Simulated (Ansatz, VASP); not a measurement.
## Two plane-wave programs on CdGa

The input INCAR:

```
SYSTEM = CdGa
PREC = Accurate
ENCUT = 600
EDIFF = 1E-6
ISMEAR = 0
SIGMA = 0.1
LREAL = .FALSE.
LASPH = .TRUE.
NELM = 80
ALGO = Fast
ISIF = 3
LWAVE = .FALSE.
LCHARG = .FALSE.
GGA = PE
IBRION = 2
NSW = 100
EDIFFG = -0.01
```

The input KPOINTS:

```
regular mesh
0
G
  16 16 16
  0 0 0
```

POSCAR

```
CdGa
1.0
    0.0000000000      3.1257800812      3.1257800812
    3.1257800812      0.0000000000      3.1257800812
    3.1257800812      3.1257800812      0.0000000000
Cd Ga
1 1
Direct
    0.0000000000      0.0000000000      0.0000000000
    0.2500000000      0.2500000000      0.2500000000
```

Input for Ansatz:

```yaml
crystal:
  lattice:
    - [0.0, 3.1257800812, 3.1257800812]
    - [3.1257800812, 0.0, 3.1257800812]
    - [3.1257800812, 3.1257800812, 0.0]
  atoms:
    - { symbol: Cd, position: [0.0, 0.0, 0.0] }
    - { symbol: Ga, position: [0.25, 0.25, 0.25] }
basis:
  ecutwfc: 420
kpoints:
  mp_grid: { grid: [16, 16, 16] }
hamiltonian:
  xc: pbe
scf:
  occupations: { method: gaussian, width: 0.1 }
output:
  forces: true
  stress: true
  eigenvalues: true
relax:
  adjacent_minimum: "off"
  f_tol: 0.01
  max_steps: 80
  cell: { stress_tol: 0.05 }
```

Alike in both runs: task relaxation of cell and atoms; functional PBE; k mesh 16 × 16 × 16; occupations gaussian, width 0.1 eV; no spin polarisation.

|  | VASP | Ansatz |
| --- | --- | --- |
| version | VASP 6.6.1 | Ansatz 0.2.0 |
| potentials or method | VASP PAW PBE potentials, release 64 (Cd, Ga_d), cutoff 600 eV | scalar-relativistic, plane waves, PAW |
| valence electrons in the cell | 25 | 33 |

|  | VASP | Ansatz | Ansatz less VASP |
| --- | --- | --- | --- |
| gap on the k mesh at the Fermi level, each at its own relaxed structure (eV) | none | none | - |
| relaxed volume (Å³/atom) | 30.98 | 30.89 | -0.094 |
| relaxed length of the cell vector where the two differ most in proportion (Å) | 4.442 | 4.437 | -0.0045 |

A gap of «none» marks a metal or a gap that the smearing closes. VASP's potentials hold 25 valence electrons a cell and Ansatz's 33, so a difference there can come from the potentials and not from the codes.
